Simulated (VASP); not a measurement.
Set up this calculation in VASP 6.6.1, as the native input.

```yaml
Task: single point
Functional: PBE
Potentials_or_basis: VASP PAW PBE potentials, release 64 (B, N)
Cutoff: 600 eV
k_mesh: 4 × 4 × 4
Occupations: gaussian, width 0.02 eV
Spin: no spin polarisation
Dipole_correction: no
Further_INCAR_settings: ALGO = Normal; EDIFF = 1e-06; NBANDS = 11
```

The structure of BN (series) lies in POSCAR:

```
BN
1.0
    0.0000000000      1.8075000000      1.8075000000
    1.8075000000      0.0000000000      1.8075000000
    1.8075000000      1.8075000000      0.0000000000
B N
1 1
Direct
    0.0000000000      0.0000000000      0.0000000000
    0.2500000000      0.2500000000      0.2500000000
```

The input as run:

INCAR

```
SYSTEM = BN
PREC = Accurate ; ENCUT = 600
EDIFF = 1E-6 ; ISMEAR = 0
SIGMA = 0.02 ; LREAL = .FALSE.
LASPH = .TRUE. ; NELM = 120
ALGO = Normal ; ISIF = 2
LWAVE = .FALSE. ; LCHARG = .FALSE.
GGA = PE ; NBANDS = 11
GGA_COMPAT = .FALSE.
```

KPOINTS

```
regular mesh
0
G
  4 4 4
  0 0 0
```

Potentials or basis: VASP PAW PBE potentials, release 64 (B, N).

Run with:

```sh
$ cat potpaw_PBE.64/B/POTCAR potpaw_PBE.64/N/POTCAR > POTCAR
$ mpirun -np 1 vasp_std > vasp.out
```

It gave:

```
Pressure               : 3.7 GPa
Band gap on the k mesh : 4.44 eV, indirect (least direct gap 8.79 eV)
```

Caveat: the k points lie up to 0.75 Å⁻¹ apart.

Run time: 3.8 s on 1 thread of Intel Xeon 8259CL, on a shared host, peak memory 0.11 GiB.
